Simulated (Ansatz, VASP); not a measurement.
## Two plane-wave programs on Sc

```
Sc
1.0
     3.30900    0.00000    0.00000
    -1.65450    2.86568    0.00000
     0.00000    0.00000    5.27330
Sc
2
Direct
  0.33333 0.66667 0.25000
  0.66667 0.33333 0.75000
```

Alike in both runs: task single point; functional PBE; k mesh 8 × 8 × 5; no spin polarisation.

```csv
,VASP,Ansatz
version,VASP 6.6.1,Ansatz 0.2.0
potentials or method,"VASP PAW PBE potentials, release 64 (Sc_sv), cutoff 520 eV","plane waves, PAW"
occupations,"methfessel-paxton of order 1, width 0.1 eV",cold
valence electrons in the cell,22,22
```

Ansatz gave:

| Quantity | Value |
| --- | --- |
| pressure (GPa) | -0.7 |
| traceless stress, the component that is largest in VASP (GPa) | -0.86 |

Estimate VASP's values.

pressure (GPa): -0.6; traceless stress, the component that is largest in VASP (GPa): -0.82.
